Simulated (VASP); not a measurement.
Wanted: the native input for a VASP 6.6.1 run.

| Quantity | Value |
| --- | --- |
| Task | single point |
| Functional | RPBE |
| Potentials or basis | VASP PAW PBE potentials, release 64 (Zn, S) |
| Cutoff | 520 eV |
| k mesh | 8 × 8 × 3 |
| Occupations | fermi-dirac, width 0.05 eV |
| Spin | no spin polarisation |
| Dipole correction | no |
| Further INCAR settings | ALGO = Normal; EDIFF = 1e-06; NBANDS = 46 |

The structure of ZnS lies in POSCAR:

```
ZnS
1.0
    3.8480166318      0.0000000000      0.0000000000
   -1.9240083159      3.3324801573      0.0000000000
    0.0000000000      0.0000000000     12.6029163237
Zn S
4 4
Direct
    0.6666666667      0.3333333333      0.7500000000
    0.3333333333      0.6666666667      0.2500000000
    0.0000000000      0.0000000000      0.5000000000
    0.0000000000      0.0000000000      0.0000000000
    0.6666666667      0.3333333333      0.9375000000
    0.3333333333      0.6666666667      0.4375000000
    0.0000000000      0.0000000000      0.6875000000
    0.0000000000      0.0000000000      0.1875000000
```

One way to write it, as run:

INCAR

```
SYSTEM = ZnS
  PREC = Accurate
  ENCUT = 520
  EDIFF = 1E-6
  ISMEAR = -1
  SIGMA = 0.05
  LREAL = .False.
  LASPH = .True.
  NELM = 100
  ALGO = Normal
  ISIF = 2
  LWAVE = .False.
  LCHARG = .False.
  GGA = RP
  NBANDS = 46
```

KPOINTS

```
Automatic mesh
0
Gamma
  8 8 3
  0 0 0
```

Potentials or basis: VASP PAW PBE potentials, release 64 (Zn, S).

Launch:

```bash
$ cat potpaw_PBE.64/Zn/POTCAR potpaw_PBE.64/S/POTCAR > POTCAR
$ mpirun -np 1 vasp_std > vasp.out
```

Results of the run:

| Property | Result |
| --- | --- |
| Pressure | 2.5 GPa |
| Largest force | 0.039 eV/Å |
| Band gap on the k mesh | 2.21 eV |

Caveat: the PAW data sets were made with another functional, which shifts forces and pressure a little; an odd mesh through Γ misses points on the zone boundary, where band edges can lie.

Run time: 3.6 min on 1 thread of Intel(R) Xeon(R) Platinum 8488C (Sapphire Rapids), on a shared host, peak memory 0.33 GiB.
